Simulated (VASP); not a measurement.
# InReS4 (F-43m) in VASP: single point with PBE

Aim: the single point of InReS4 with PBE.

Program: VASP 6.6.1. These are calculated values, not measurements. Logs are shortened: lines on timing, memory, paths and dates and some standing lists are left out, and cuts for length are marked.

### 1 The cell of the first run

The structure is cubic, space group F-43m (No. 216). The conventional cell has a = 7.518 Å, b = 7.518 Å, c = 7.518 Å, α = 90.00°, β = 90.00°, γ = 90.00°. In (site symmetry -43m) has 12 S at 3.13 Å and 4 Re at 3.26 Å within 4.1 Å. Re (site symmetry -43m) has 12 S at 3.11 Å and 4 In at 3.26 Å within 4.1 Å. Within 3.4 Å of S (site symmetry 3m) lie 6 S at 2.58 to 2.73 Å and 3 Re at 3.11 Å and 3 In at 3.13 Å.

The cell was built from a structure type or drawn by symmetry, and may not be a known phase.

### 2 Single point, PBE, collinear spin

File INCAR:

```
PREC     = Accurate       # precision mode
ENCUT    = 520            # plane-wave cutoff, eV
EDIFF    = 1E-6           # SCF threshold, eV
ISMEAR   = 0              # smearing method
SIGMA    = 0.1            # smearing width, eV
LREAL    = F              # projectors in reciprocal space
LASPH    = T              # aspherical terms in the spheres
NELM     = 150            # most SCF steps
ALGO     = Normal         # electronic algorithm
ISIF     = 2              # what is computed and relaxed
LWAVE    = F              # write WAVECAR
LCHARG   = T              # write CHGCAR
ISPIN    = 2              # spin polarisation
MAGMOM   = 0 2.65 0 0 0 0 # initial moments
LORBIT   = 11             # projections on sites
LMAXMIX  = 4              # l up to which the mixer works
GGA      = PE             # functional
LELF     = T              # ELF
LVHAR    = T            
NBANDS   = 35             # bands
```

File KPOINTS:

```
Automatic mesh
0
Gamma
  10 10 10
```

File POSCAR:

```
InReS4
1.0
    0.0000000000      3.7590819231      3.7590819231
    3.7590819231      0.0000000000      3.7590819231
    3.7590819231      3.7590819231      0.0000000000
In Re S
1 1 4
Direct
    0.7500000000      0.7500000000      0.7500000000
    0.5000000000      0.5000000000      0.5000000000
    0.6145342440      0.1284885853      0.1284885853
    0.1284885853      0.6145342440      0.1284885853
    0.1284885853      0.1284885853      0.1284885853
    0.1284885853      0.1284885853      0.6145342440
```

Potentials or basis: VASP PAW PBE potentials, release 64 (In_d, Re, S).

Launch:

```bash
$ cat potpaw_PBE.64/In_d/POTCAR potpaw_PBE.64/Re/POTCAR potpaw_PBE.64/S/POTCAR > POTCAR
$ mpirun -np 1 vasp_std > vasp.out
```

OUTCAR:

```text
PREC = Accurate
   ENCUT = 520
   EDIFF = 1E-6
   ISMEAR = 0
   LREAL = F
   LASPH = T
   NELM = 150
   ISIF = 2
   ISPIN = 2
   LORBIT = 11
   GGA = PE

 ion  position               nearest neighbor table
   1  0.750  0.750  0.750-   3 3.13   4 3.13   6 3.13   5 3.13   5 3.13   5 3.13   3 3.13   4 3.13
                             6 3.13   4 3.13   3 3.13   6 3.13   2 3.26   2 3.26   2 3.26   2 3.26
   2  0.500  0.500  0.500-   3 3.11   4 3.11   3 3.11   6 3.11   4 3.11   6 3.11   5 3.11   5 3.11
                             5 3.11   3 3.11   4 3.11   6 3.11   1 3.26   1 3.26   1 3.26   1 3.26
   3  0.615  0.128  0.128-   4 2.58   5 2.58   6 2.58   5 2.73   6 2.73   4 2.73   2 3.11   2 3.11
                             2 3.11   1 3.13   1 3.13   1 3.13
   4  0.128  0.615  0.128-   3 2.58   5 2.58   6 2.58   6 2.73   5 2.73   3 2.73   2 3.11   2 3.11
                             2 3.11   1 3.13   1 3.13   1 3.13
   5  0.128  0.128  0.128-   3 2.58   4 2.58   6 2.58   6 2.73   4 2.73   3 2.73   2 3.11   2 3.11
                             2 3.11   1 3.13   1 3.13   1 3.13
   6  0.128  0.128  0.615-   3 2.58   4 2.58   5 2.58   5 2.73   4 2.73   3 2.73   2 3.11   2 3.11
                             2 3.11   1 3.13   1 3.13   1 3.13

  LATTYP: Found a face centered cubic cell.
 ALAT       =     7.5181638462

  Lattice vectors:

 A1 = (   0.0000000000,   3.7590819231,   3.7590819231)
 A2 = (   3.7590819231,   0.0000000000,   3.7590819231)
 A3 = (   3.7590819231,   3.7590819231,   0.0000000000)

Analysis of symmetry for initial positions (statically):
=====================================================================
 Subroutine PRICEL returns:
 Original cell was already a primitive cell.

 Routine SETGRP: Setting up the symmetry group for a
 face centered cubic supercell.

 Subroutine GETGRP returns: Found 24 space group operations
 (whereof 24 operations were pure point group operations)
 out of a pool of 48 trial point group operations.

The static configuration has the point symmetry T_d .

Analysis of symmetry for dynamics (positions and initial velocities):
=====================================================================
 Subroutine PRICEL returns:
 Original cell was already a primitive cell.

 Routine SETGRP: Setting up the symmetry group for a
 face centered cubic supercell.

 Subroutine GETGRP returns: Found 24 space group operations
 (whereof 24 operations were pure point group operations)
 out of a pool of 48 trial point group operations.

The dynamic configuration has the point symmetry T_d .

Analysis of structural, dynamic, and magnetic symmetry:
=====================================================================
 Subroutine PRICEL returns:
 Original cell was already a primitive cell.

 Routine SETGRP: Setting up the symmetry group for a
 face centered cubic supercell.

 Subroutine GETGRP returns: Found 24 space group operations
 (whereof 24 operations were pure point group operations)
 out of a pool of 48 trial point group operations.

The overall configuration has the point symmetry T_d .

 Subroutine INISYM returns: Found 24 space group operations
 (whereof 24 operations are pure point group operations),
 and found     1 'primitive' translations

----------------------------------------------------------------------------------------

                                     Primitive cell

  volume of cell :     106.2369

  direct lattice vectors                    reciprocal lattice vectors
     0.000000000  3.759081923  3.759081923    -0.133011201  0.133011201  0.133011201
     3.759081923  0.000000000  3.759081923     0.133011201 -0.133011201  0.133011201
     3.759081923  3.759081923  0.000000000     0.133011201  0.133011201 -0.133011201

  length of vectors
     5.316144638  5.316144638  5.316144638     0.230382158  0.230382158  0.230382158

  position of ions in fractional coordinates (direct lattice)
     0.750000000  0.750000000  0.750000000
     0.500000000  0.500000000  0.500000000
     0.614534244  0.128488585  0.128488585
     0.128488585  0.614534244  0.128488585
     0.128488585  0.128488585  0.128488585
     0.128488585  0.128488585  0.614534244

  ion indices of the primitive-cell ions
   primitive index   ion index
                 1           1
                 2           2
                 3           3
                 4           4
                 5           5
                 6           6

----------------------------------------------------------------------------------------

 KPOINTS: Automatic mesh

Automatic generation of k-mesh.
 Grid dimensions read from file:
 generate k-points for:   10   10   10

 Generating k-lattice:

  Cartesian coordinates                     Fractional coordinates (reciprocal lattice)
    -0.013301120  0.013301120  0.013301120     0.100000000  0.000000000  0.000000000
     0.013301120 -0.013301120  0.013301120     0.000000000  0.100000000  0.000000000
     0.013301120  0.013301120 -0.013301120     0.000000000  0.000000000  0.100000000

  Length of vectors
     0.023038216  0.023038216  0.023038216

  Shift w.r.t. Gamma in fractional coordinates (k-lattice)
     0.000000000  0.000000000  0.000000000

 Subroutine IBZKPT returns following result:
 ===========================================

 Found     47 irreducible k-points:

 Following reciprocal coordinates:
            Coordinates               Weight
  0.000000  0.000000  0.000000      1.000000
  0.100000  0.000000  0.000000      8.000000
  0.200000  0.000000  0.000000      8.000000
  0.300000  0.000000  0.000000      8.000000
  0.400000  0.000000  0.000000      8.000000
  0.500000  0.000000  0.000000      4.000000
[... 16 lines left out ...]
  0.300000  0.300000  0.000000      6.000000
  0.400000  0.300000  0.000000     24.000000
 [... further k-points ...]
   k-points           NKPTS =     47   k-points in BZ     NKDIM =     47   number of bands    NBANDS=     35
   number of dos      NEDOS =    301   number of ions     NIONS =      6
   total plane-waves  NPLWV =  64000
   dimension x,y,z NGX =    40 NGY =   40 NGZ =   40
   dimension x,y,z NGXF=    80 NGYF=   80 NGZF=   80
   ions per type =               1   1   4
   NGX,Y,Z   is equivalent  to a cutoff of  12.51, 12.51, 12.51 a.u.
   NGXF,Y,Z  is equivalent  to a cutoff of  25.02, 25.02, 25.02 a.u.
 SYSTEM =  unknown system
   PREC   = accura    normal or accurate (medium, high low for compatibility)
   ISTART =      0    job   : 0-new  1-cont  2-samecut
   ICHARG =      2    charge: 1-file 2-atom 10-const
   ISPIN  =      2    spin polarized calculation?
   LNONCOLLINEAR =      F non collinear calculations
   LSORBIT =      F    spin-orbit coupling
   LASPH  =      T    aspherical Exc in radial PAW
   ENCUT  =  520.0 eV  38.22 Ry    6.18 a.u.   9.88  9.88  9.88*2*pi/ulx,y,z
   NELM   =    150;   NELMIN=  2; NELMDL= -5     # of ELM steps
   EDIFF  = 0.1E-05   stopping-criterion for ELM
   LREAL  =      F    real-space projection
   EDIFFG = 0.1E-04   stopping-criterion for IOM
   NSW    =      0    number of steps for IOM
   IBRION =     -1    ionic relax: 0-MD 1-quasi-New 2-CG
   NFREE  =      0    steps in history (QN), initial steepest desc. (CG)
   ISIF   =      2    stress and relaxation
   ISYM   =      2    0-nonsym 1-usesym 2-fastsym
   POTIM  = 0.5000    time-step for ionic-motion
   TEBEG  =    0.0;   TEEND  =   0.0 temperature during run
   PSTRESS=    0.0 pullay stress
   NELECT =      44.0000    total number of electrons
   NUPDOWN=      -1.0000    fix difference up-down
   EMIN   =  10.00;   EMAX   =-10.00  energy-range for DOS
   EFERMI =   0.00;   METHOD = LEGACY
   ISMEAR =     0;   SIGMA  =   0.10  broadening in eV -4-tet -1-fermi 0-gaus
   EFERMI_NEDOS =   21; number of points for ismear=-14 and -15
   IALGO  =     38    algorithm
   IMIX   =      4    mixing-type and parameters
     AMIX     =   0.40;   BMIX     =  1.00
     AMIX_MAG =   1.60;   BMIX_MAG =  1.00
  volume/ion in A,a.u.               =      17.71       119.49
  Fermi-wavevector in a.u.,A,eV,Ry     =   1.220302  2.306036 20.260933  1.489137
  Thomas-Fermi vector in A             =   2.355524
   LORBIT       =     11    0 simple, 1 ext, 2 COOP (PROOUT), +10 PAW based schemes
   GGA     = PE    functional components
   LHFCALC =     F    Hartree Fock is set to
   AEXX    =    0.0000 exact exchange contribution
   IVDW    =     0    specifies the selected vdW correction
   LEPSILON=     F    determine dielectric tensor
   LRPA    =     F    only Hartree local field effects (RPA)
 spin polarized calculation
 Gauss-broadening in eV      SIGMA  =   0.10
  energy-cutoff  :      520.00
  volume of cell :      106.24
 maximum number of plane-waves:      2884
   NGX = 19   NGY = 19   NGZ = 19

 number of electron      43.9999991 magnetization       2.6243100

 Free energy of the ion-electron system (eV)
  ---------------------------------------------------
  ext. energy  EPLUGINS =         0.00000000
  ---------------------------------------------------
  free energy    TOTEN  =       -23.12164972 eV

  energy without entropy =      -23.10090140  energy(sigma->0) =      -23.11127556

 E-fermi :   7.8278     XC(G=0): -11.2254

 val. band max:        7.8220669413   @ k =  -0.4000   0.3000   0.0000
 cond. band min:       7.8388801782   @ k =  -0.4000   0.4000   0.2000
 fundamental gap:      0.0168132368
 Fermi energy:         7.8278257606

 spin component 1

 k-point     1 :       0.0000    0.0000    0.0000
  band No.  band energies     occupation
      1      -8.9272      1.00000
      2      -6.6209      1.00000
      3      -6.6209      1.00000
      4      -6.6209      1.00000
      5      -6.5969      1.00000
      6      -6.5969      1.00000
[... 26 lines left out ...]
     33      16.2153      0.00000
     34      16.2246      0.00000
[... 820 lines left out ...]
      4      -6.5960      1.00000
      5      -6.5874      1.00000
      6      -6.5578      1.00000
[... 26 lines left out ...]
     33      14.6970      0.00000
     34      14.9225      0.00000

 [... further k-points ...]

 spin component 2

 k-point     1 :       0.0000    0.0000    0.0000
  band No.  band energies     occupation
      1      -8.8876      1.00000
      2      -6.6312      1.00000
      3      -6.6312      1.00000
      4      -6.6312      1.00000
      5      -6.6114      1.00000
      6      -6.6114      1.00000
[... 26 lines left out ...]
     33      16.2625      0.00000
     34      16.2812      0.00000
[... 820 lines left out ...]
      4      -6.6064      1.00000
      5      -6.6003      1.00000
      6      -6.5679      1.00000
[... 26 lines left out ...]
     33      14.9641      0.00000
     34      15.2580      0.00000

 [... further k-points ...]

 [bands above 34 left out]

------------------------ aborting loop because EDIFF is reached ----------------------------------------

  FORCE on cell =-STRESS in cart. coord.  units (eV):
  Direction    XX          YY          ZZ          XY          YZ          ZX
  --------------------------------------------------------------------------------------
  -------------------------------------------------------------------------------------
  Total       -0.1023179     -0.1023179     -0.1023179      0.0000000      0.0000000      0.0000000
  in kB       -1.5430739     -1.5430739     -1.5430739      0.0000000      0.0000000      0.0000000
  external PRESSURE =      -1.5430739 kB  Pullay stress =       0.0000000 kB

 VOLUME and BASIS-vectors are now :
 -----------------------------------------------------------------------------
  energy-cutoff  :      520.00
  volume of cell :      106.24
      direct lattice vectors                 reciprocal lattice vectors
     0.000000000  3.759081923  3.759081923    -0.133011201  0.133011201  0.133011201
     3.759081923  0.000000000  3.759081923     0.133011201 -0.133011201  0.133011201
     3.759081923  3.759081923  0.000000000     0.133011201  0.133011201 -0.133011201

 POSITION                                       TOTAL-FORCE (eV/Angst)
 -----------------------------------------------------------------------------------
      5.63862      5.63862      5.63862        -0.000000      0.000000      0.000000
      3.75908      3.75908      3.75908        -0.000000      0.000000      0.000000
      0.96600      2.79308      2.79308         0.006134     -0.006134     -0.006134
      2.79308      0.96600      2.79308        -0.006134      0.006134     -0.006134
      0.96600      0.96600      0.96600         0.006134      0.006134      0.006134
      2.79308      2.79308      0.96600        -0.006134     -0.006134      0.006134
 -----------------------------------------------------------------------------------
    total drift:                                0.000001      0.000001      0.000001

  FREE ENERGIE OF THE ION-ELECTRON SYSTEM (eV)
  ---------------------------------------------------
  free  energy   TOTEN  =       -23.1216497230 eV

  energy  without entropy=      -23.1009013964  energy(sigma->0) =      -23.11127556

 total charge

# of ion       s       p       d       tot
------------------------------------------
    1        0.978   0.403   9.883  11.264
    2        0.380   0.172   4.656   5.209
    3        1.440   2.077   0.000   3.517
    4        1.440   2.077   0.000   3.517
    5        1.440   2.077   0.000   3.517
    6        1.440   2.077   0.000   3.517
--------------------------------------------------
tot          7.118   8.882  14.539  30.540

 magnetization (x)

# of ion       s       p       d       tot
------------------------------------------
    1       -0.031  -0.013   0.005  -0.039
    2        0.065   0.019   2.271   2.356
    3        0.005   0.007   0.000   0.011
    4        0.005   0.007   0.000   0.011
    5        0.005   0.007   0.000   0.011
    6        0.005   0.007   0.000   0.011
--------------------------------------------------
tot          0.053   0.032   2.276   2.361
```

Run time: 7.4 min. Hardware: 1 thread of Intel Xeon Platinum 8259CL at 2.50GHz (Skylake/Cascade Lake), shared host; peak memory 0.47 GiB.

What came out:

```yaml
Free_energy: -23.1216 eV
Pressure: -0.2 GPa
Largest_force: 0.011 eV/Å
Net_moment: 2.62 μB per cell
Site_moments: In -0.04; Re +2.36; S +0.01 μB
Valence_electrons_inside_the_program's_atomic_spheres: In 11.26; Re 5.21; S 3.52
```

Forces on the atoms (eV/Å):
```
In   0.000  0.000  0.000
Re   0.000  0.000  0.000
S    0.006 -0.006 -0.006
S   -0.006  0.006 -0.006
S    0.006  0.006  0.006
S   -0.006 -0.006  0.006
```

Caveat: spin-orbit coupling is left out, which moves the levels of the heavy elements.
